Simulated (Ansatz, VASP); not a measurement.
# One calculation of ScZn, two programs

```xyz
2
Lattice="3.3388 0.0000 0.0000 0.0000 3.3388 0.0000 0.0000 0.0000 3.3388" Properties=species:S:1:pos:R:3 pbc="T T T"
Sc    0.0000    0.0000    0.0000
Zn    1.6694    1.6694    1.6694
```

Change from the starting cell: volume scaled by 0.99.

Alike in both runs: task single point; functional PBEsol; k mesh 10 × 10 × 10; occupations fermi-dirac, width 0.03 eV; no spin polarisation.

|  | VASP | Ansatz |
| --- | --- | --- |
| version | VASP 6.6.1 | Ansatz 0.2.0 |
| potentials or method | VASP PAW PBE potentials, release 64 (Sc_sv, Zn), cutoff 520 eV | all-electron LAPW, scalar-relativistic |

Ansatz gave:

```
pressure (GPa) : -2.6
```

**Question.** Estimate VASP's values.

**Answer.** Pressure (GPa): -2.5.

VASP's potentials were made for PBE, not for PBEsol. Ansatz ran all-electron here, and VASP with PAW potentials.
